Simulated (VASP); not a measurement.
# BaMgSbF (P4/nmm) in VASP: single point with PBE

Aim: the single point of BaMgSbF with PBE.

Program: VASP 6.6.1. These are calculated values, not measurements. Logs are shortened: lines on timing, memory, paths and dates and some standing lists are left out, and cuts for length are marked.

### Step 1. The cell of the first run

Symmetry: P4/nmm, No. 129, tetragonal system. Conventional cell: a = 4.613 Å, b = 4.613 Å, c = 9.964 Å, α = 90.00°, β = 90.00°, γ = 90.00°. Within 3.8 Å of Ba (site symmetry 4mm) lie 4 F at 2.70 Å and 4 Sb at 3.74 Å. Within 3.8 Å of Sb (site symmetry 4mm) lie 4 Mg at 2.90 Å and 4 Ba at 3.74 Å. Mg (site symmetry -4m2) has 4 Sb at 2.90 Å and 4 Mg at 3.26 Å within 3.8 Å. F (site symmetry -4m2) has 4 Ba at 2.70 Å and 4 F at 3.26 Å within 3.6 Å.

### Step 2. Single point, PBE

INCAR reads:

```
SYSTEM = BaMgSbF
ALGO = Normal
EDIFF = 1E-6
ENCUT = 520
GGA = PE
ISIF = 2
ISMEAR = 0
LASPH = .TRUE.
LCHARG = .FALSE.
LREAL = .FALSE.
LWAVE = .FALSE.
NBANDS = 34
NELM = 100
PREC = Accurate
SIGMA = 0.02
```

KPOINTS reads:

```
k-points
0
G
  6 6 4
  0 0 0
```

POSCAR reads:

```
BaMgSbF
1.0
    4.6133502368      0.0000000000      0.0000000000
    0.0000000000      4.6133502368      0.0000000000
    0.0000000000      0.0000000000      9.9636604083
Ba Sb Mg F
2 2 2 2
Direct
    0.5000000000      0.0000000000      0.1403855618
    0.0000000000      0.5000000000      0.8596144382
    0.5000000000      0.0000000000      0.6760309134
    0.0000000000      0.5000000000      0.3239690866
    0.5000000000      0.5000000000      0.5000000000
    0.0000000000      0.0000000000      0.5000000000
    0.5000000000      0.5000000000      0.0000000000
    0.0000000000      0.0000000000      0.0000000000
```

Potentials or basis: VASP PAW PBE potentials, release 64 (Ba_sv, Sb, Mg, F).

Run with:

```bash
$ cat potpaw_PBE.64/Ba_sv/POTCAR potpaw_PBE.64/Sb/POTCAR potpaw_PBE.64/Mg/POTCAR potpaw_PBE.64/F/POTCAR > POTCAR
$ mpirun -np 1 vasp_std > vasp.out
```

OUTCAR:

```text
SYSTEM = BaMgSbF
   EDIFF = 1E-6
   ENCUT = 520
   GGA = PE
   ISIF = 2
   ISMEAR = 0
   LASPH = .TRUE.
   LREAL = .FALSE.
   NELM = 100
   PREC = Accurate

 ion  position               nearest neighbor table
   1  0.500  0.000  0.140-   7 2.70   8 2.70   7 2.70   8 2.70   4 3.74   4 3.74   4 3.74   4 3.74
                             2 4.30   2 4.30   2 4.30   2 4.30
   2  0.000  0.500  0.860-   7 2.70   8 2.70   8 2.70   7 2.70   3 3.74   3 3.74   3 3.74   3 3.74
                             1 4.30   1 4.30   1 4.30   1 4.30
   3  0.500  0.000  0.676-   5 2.90   6 2.90   5 2.90   6 2.90   2 3.74   2 3.74   2 3.74   2 3.74

   4  0.000  0.500  0.324-   5 2.90   6 2.90   6 2.90   5 2.90   1 3.74   1 3.74   1 3.74   1 3.74

   5  0.500  0.500  0.500-   3 2.90   4 2.90   3 2.90   4 2.90   6 3.26   6 3.26   6 3.26   6 3.26

   6  0.000  0.000  0.500-   3 2.90   4 2.90   4 2.90   3 2.90   5 3.26   5 3.26   5 3.26   5 3.26

   7  0.500  0.500  0.000-   1 2.70   2 2.70   1 2.70   2 2.70
   8  0.000  0.000  0.000-   1 2.70   2 2.70   2 2.70   1 2.70

  LATTYP: Found a simple tetragonal cell.
 ALAT       =     4.6133502368
 C/A-ratio  =     2.1597450653

  Lattice vectors:

 A1 = (   4.6133502368,   0.0000000000,   0.0000000000)
 A2 = (   0.0000000000,   4.6133502368,   0.0000000000)
 A3 = (   0.0000000000,   0.0000000000,   9.9636604083)

Analysis of symmetry for initial positions (statically):
=====================================================================
 Subroutine PRICEL returns:
 Original cell was already a primitive cell.

 Routine SETGRP: Setting up the symmetry group for a
 simple tetragonal supercell.

 Subroutine GETGRP returns: Found 16 space group operations
 (whereof  8 operations were pure point group operations)
 out of a pool of 16 trial point group operations.

The static configuration has the point symmetry D_2d.
 The point group associated with its full space group is D_4h.

Analysis of symmetry for dynamics (positions and initial velocities):
=====================================================================
 Subroutine PRICEL returns:
 Original cell was already a primitive cell.

 Routine SETGRP: Setting up the symmetry group for a
 simple tetragonal supercell.

 Subroutine GETGRP returns: Found 16 space group operations
 (whereof  8 operations were pure point group operations)
 out of a pool of 16 trial point group operations.

The dynamic configuration has the point symmetry D_2d.
 The point group associated with its full space group is D_4h.

 Subroutine INISYM returns: Found 16 space group operations
 (whereof  8 operations are pure point group operations),
 and found     1 'primitive' translations

----------------------------------------------------------------------------------------

                                     Primitive cell

  volume of cell :     212.0566

  direct lattice vectors                    reciprocal lattice vectors
     4.613350237  0.000000000  0.000000000     0.216762212  0.000000000  0.000000000
     0.000000000  4.613350237  0.000000000     0.000000000  0.216762212  0.000000000
     0.000000000  0.000000000  9.963660408     0.000000000  0.000000000  0.100364721

  length of vectors
     4.613350237  4.613350237  9.963660408     0.216762212  0.216762212  0.100364721

  position of ions in fractional coordinates (direct lattice)
     0.500000000  0.000000000  0.140385562
     0.000000000  0.500000000  0.859614438
     0.500000000  0.000000000  0.676030913
     0.000000000  0.500000000  0.323969087
     0.500000000  0.500000000  0.500000000
     0.000000000  0.000000000  0.500000000
     0.500000000  0.500000000  0.000000000
     0.000000000  0.000000000  0.000000000

  ion indices of the primitive-cell ions
   primitive index   ion index
                 1           1
                 2           2
                 3           3
                 4           4
                 5           5
                 6           6
                 7           7
                 8           8

----------------------------------------------------------------------------------------

 KPOINTS: k-points

Automatic generation of k-mesh.
 Grid dimensions read from file:
 generate k-points for:    6    6    4

 Generating k-lattice:

  Cartesian coordinates                     Fractional coordinates (reciprocal lattice)
     0.036127035  0.000000000  0.000000000     0.166666667  0.000000000  0.000000000
     0.000000000  0.036127035  0.000000000     0.000000000  0.166666667  0.000000000
     0.000000000  0.000000000  0.025091180     0.000000000  0.000000000  0.250000000

  Length of vectors
     0.036127035  0.036127035  0.025091180

  Shift w.r.t. Gamma in fractional coordinates (k-lattice)
     0.000000000  0.000000000  0.000000000

 Subroutine IBZKPT returns following result:
 ===========================================

 Found     30 irreducible k-points:

 Following reciprocal coordinates:
            Coordinates               Weight
  0.000000  0.000000  0.000000      1.000000
  0.166667  0.000000  0.000000      4.000000
  0.333333  0.000000  0.000000      4.000000
  0.500000  0.000000  0.000000      2.000000
  0.166667  0.166667  0.000000      4.000000
  0.333333  0.166667  0.000000      8.000000
[... 16 lines left out ...]
  0.333333  0.000000  0.500000      4.000000
  0.500000  0.000000  0.500000      2.000000
 [... further k-points ...]
   k-points           NKPTS =     30   k-points in BZ     NKDIM =     30   number of bands    NBANDS=     34
   number of dos      NEDOS =    301   number of ions     NIONS =      8
   total plane-waves  NPLWV = 103680
   dimension x,y,z NGX =    36 NGY =   36 NGZ =   80
   dimension x,y,z NGXF=    72 NGYF=   72 NGZF=  160
   ions per type =               2   2   2   2
   NGX,Y,Z   is equivalent  to a cutoff of  12.97, 12.97, 13.35 a.u.
   NGXF,Y,Z  is equivalent  to a cutoff of  25.95, 25.95, 26.70 a.u.
 SYSTEM =  BaMgSbF
   PREC   = accura    normal or accurate (medium, high low for compatibility)
   ISTART =      0    job   : 0-new  1-cont  2-samecut
   ICHARG =      2    charge: 1-file 2-atom 10-const
   ISPIN  =      1    spin polarized calculation?
   LNONCOLLINEAR =      F non collinear calculations
   LSORBIT =      F    spin-orbit coupling
   LASPH  =      T    aspherical Exc in radial PAW
   ENCUT  =  520.0 eV  38.22 Ry    6.18 a.u.   8.58  8.58 18.53*2*pi/ulx,y,z
   NELM   =    100;   NELMIN=  2; NELMDL= -5     # of ELM steps
   EDIFF  = 0.1E-05   stopping-criterion for ELM
   LREAL  =      F    real-space projection
   EDIFFG = 0.1E-04   stopping-criterion for IOM
   NSW    =      0    number of steps for IOM
   IBRION =     -1    ionic relax: 0-MD 1-quasi-New 2-CG
   NFREE  =      0    steps in history (QN), initial steepest desc. (CG)
   ISIF   =      2    stress and relaxation
   ISYM   =      2    0-nonsym 1-usesym 2-fastsym
   POTIM  = 0.5000    time-step for ionic-motion
   TEBEG  =    0.0;   TEEND  =   0.0 temperature during run
   PSTRESS=    0.0 pullay stress
   NELECT =      48.0000    total number of electrons
   NUPDOWN=      -1.0000    fix difference up-down
   EMIN   =  10.00;   EMAX   =-10.00  energy-range for DOS
   EFERMI =   0.00;   METHOD = LEGACY
   ISMEAR =     0;   SIGMA  =   0.02  broadening in eV -4-tet -1-fermi 0-gaus
   EFERMI_NEDOS =   21; number of points for ismear=-14 and -15
   IALGO  =     38    algorithm
   IMIX   =      4    mixing-type and parameters
     AMIX     =   0.40;   BMIX     =  1.00
     AMIX_MAG =   1.60;   BMIX_MAG =  1.00
  volume/ion in A,a.u.               =      26.51       178.88
  Fermi-wavevector in a.u.,A,eV,Ry     =   0.997711  1.885400 13.543603  0.995427
  Thomas-Fermi vector in A             =   2.129885
   LORBIT       =      0    0 simple, 1 ext, 2 COOP (PROOUT), +10 PAW based schemes
   GGA     = PE    functional components
   LHFCALC =     F    Hartree Fock is set to
   AEXX    =    0.0000 exact exchange contribution
   IVDW    =     0    specifies the selected vdW correction
   LEPSILON=     F    determine dielectric tensor
   LRPA    =     F    only Hartree local field effects (RPA)
 non-spin polarized calculation
 Gauss-broadening in eV      SIGMA  =   0.02
  energy-cutoff  :      520.00
  volume of cell :      212.06
 maximum number of plane-waves:      5738
 NGX is ok and might be reduce to    36
   NGX = 17   NGY = 17   NGZ = 37

 number of electron      48.0000019 magnetization

 Free energy of the ion-electron system (eV)
  ---------------------------------------------------
  ext. energy  EPLUGINS =         0.00000000
  ---------------------------------------------------
  free energy    TOTEN  =       -34.34099653 eV

  energy without entropy =      -34.34099653  energy(sigma->0) =      -34.34099653

 E-fermi :   3.3954     XC(G=0):  -8.8116

 val. band max:        3.2799660970   @ k =   0.0000   0.0000   0.0000
 cond. band min:       4.4964587697   @ k =   0.0000   0.0000   0.0000
 fundamental gap:      1.2164926727
 Fermi energy:         3.3953809701

 k-point     1 :       0.0000    0.0000    0.0000
  band No.  band energies     occupation
      1     -24.4633      2.00000
      2     -24.3272      2.00000
      3     -20.1967      2.00000
      4     -20.1910      2.00000
      5      -9.6771      2.00000
      6      -9.6771      2.00000
[... 26 lines left out ...]
     33       7.9512      0.00000
     34       8.1766      0.00000

 k-point     2 :       0.1667    0.0000    0.0000
  band No.  band energies     occupation
      1     -24.4467      2.00000
      2     -24.3284      2.00000
      3     -20.2106      2.00000
      4     -20.2066      2.00000
      5      -9.7231      2.00000
      6      -9.6549      2.00000
[... 26 lines left out ...]
     33       7.8106      0.00000
     34       8.0992      0.00000

 k-point     3 :       0.3333    0.0000    0.0000
  band No.  band energies     occupation
      1     -24.4065      2.00000
      2     -24.3376      2.00000
      3     -20.2390      2.00000
      4     -20.2376      2.00000
      5      -9.7251      2.00000
      6      -9.6048      2.00000
[... 26 lines left out ...]
     33       7.7017      0.00000
     34       8.1284      0.00000

 k-point     4 :       0.5000    0.0000    0.0000
  band No.  band energies     occupation
      1     -24.3642      2.00000
      2     -24.3642      2.00000
      3     -20.2533      2.00000
      4     -20.2533      2.00000
      5      -9.6350      2.00000
      6      -9.6350      2.00000
[... 26 lines left out ...]
     33       8.0122      0.00000
     34       8.0122      0.00000

 k-point     5 :       0.1667    0.1667    0.0000
  band No.  band energies     occupation
      1     -24.4313      2.00000
      2     -24.3283      2.00000
      3     -20.2248      2.00000
      4     -20.2220      2.00000
      5      -9.7662      2.00000
      6      -9.6109      2.00000
[... 621 lines left out ...]
 k-point    22 :       0.1667    0.0000    0.5000
  band No.  band energies     occupation
      1     -24.4467      2.00000
      2     -24.3284      2.00000
      3     -20.2106      2.00000
      4     -20.2065      2.00000
      5      -9.7261      2.00000
      6      -9.6548      2.00000
[... 26 lines left out ...]
     33       7.8529      0.00000
     34       8.3483      0.00000

 k-point    23 :       0.3333    0.0000    0.5000
  band No.  band energies     occupation
      1     -24.4065      2.00000
      2     -24.3376      2.00000
      3     -20.2388      2.00000
      4     -20.2377      2.00000
      5      -9.7286      2.00000
      6      -9.6007      2.00000
[... 26 lines left out ...]
     33       7.7555      0.00000
     34       8.1991      0.00000

 k-point    24 :       0.5000    0.0000    0.5000
  band No.  band energies     occupation
      1     -24.3642      2.00000
      2     -24.3642      2.00000
      3     -20.2531      2.00000
      4     -20.2531      2.00000
      5      -9.6374      2.00000
      6      -9.6374      2.00000
[... 26 lines left out ...]
     33       7.6463      0.00000
     34       7.6463      0.00000

 [... further k-points ...]

------------------------ aborting loop because EDIFF is reached ----------------------------------------

  FORCE on cell =-STRESS in cart. coord.  units (eV):
  Direction    XX          YY          ZZ          XY          YZ          ZX
  --------------------------------------------------------------------------------------
  -------------------------------------------------------------------------------------
  Total        0.6085832      0.6085832      0.4975312      0.0000000      0.0000000      0.0000000
  in kB        4.5981037      4.5981037      3.7590588      0.0000000      0.0000000      0.0000000
  external PRESSURE =       4.3184221 kB  Pullay stress =       0.0000000 kB

 VOLUME and BASIS-vectors are now :
 -----------------------------------------------------------------------------
  energy-cutoff  :      520.00
  volume of cell :      212.06
      direct lattice vectors                 reciprocal lattice vectors
     4.613350237  0.000000000  0.000000000     0.216762212  0.000000000  0.000000000
     0.000000000  4.613350237  0.000000000     0.000000000  0.216762212  0.000000000
     0.000000000  0.000000000  9.963660408     0.000000000  0.000000000  0.100364721

 POSITION                                       TOTAL-FORCE (eV/Angst)
 -----------------------------------------------------------------------------------
      2.30668      0.00000      1.39875         0.000000     -0.000000      0.101189
      0.00000      2.30668      8.56491         0.000000     -0.000000     -0.101189
      2.30668      0.00000      6.73574        -0.000000     -0.000000     -0.014538
      0.00000      2.30668      3.22792         0.000000      0.000000      0.014538
      2.30668      2.30668      4.98183        -0.000000      0.000000      0.000000
      0.00000      0.00000      4.98183         0.000000     -0.000000      0.000000
      2.30668      2.30668      0.00000         0.000000     -0.000000      0.000000
      0.00000      0.00000      0.00000         0.000000      0.000000      0.000000
 -----------------------------------------------------------------------------------
    total drift:                                0.000000      0.000000     -0.000000

  FREE ENERGIE OF THE ION-ELECTRON SYSTEM (eV)
  ---------------------------------------------------
  free  energy   TOTEN  =       -34.3409965295 eV

  energy  without entropy=      -34.3409965295  energy(sigma->0) =      -34.34099653
```

Run time: 5 min. Hardware: 1 thread of Intel Xeon Platinum 8259CL at 2.50GHz (Skylake/Cascade Lake), shared host; peak memory 0.46 GiB.

What came out:

| Item | Value |
| --- | --- |
| Free energy | -34.3410 eV |
| Pressure | 0.4 GPa |
| Largest force | 0.101 eV/Å |
| Band gap on the k mesh | 1.22 eV |

Forces on the atoms (eV/Å):
```
Ba   0.000  0.000  0.101
Ba   0.000  0.000 -0.101
Sb   0.000  0.000 -0.015
Sb   0.000  0.000  0.015
Mg   0.000  0.000  0.000
Mg   0.000  0.000  0.000
F    0.000  0.000  0.000
F    0.000  0.000  0.000
```

Levels at points of the mesh, in eV from the valence-band top:
| k point | band 22 | band 23 | band 24 | band 25 | band 26 | band 27 |
| --- | --- | --- | --- | --- | --- | --- |
| (0.00, 0.00, 0.00) | -0.56 | 0.00 | 0.00 | 1.22 | 1.60 | 2.18 |
| (0.50, 0.00, 0.00) | -0.98 | -0.40 | -0.40 | 2.43 | 2.43 | 2.67 |
| (0.50, 0.50, 0.00) | -1.80 | -1.62 | -1.62 | 1.57 | 1.57 | 2.69 |
| (0.00, 0.00, 0.50) | -0.94 | -0.01 | -0.01 | 1.47 | 1.83 | 2.31 |
| (0.50, 0.00, 0.50) | -0.88 | -0.39 | -0.39 | 2.56 | 2.56 | 2.79 |
| (0.50, 0.50, 0.50) | -1.80 | -1.65 | -1.65 | 1.93 | 1.93 | 2.71 |

Caveat: spin-orbit coupling is left out, which moves the levels of the heavy elements. A k mesh can miss the band edges.
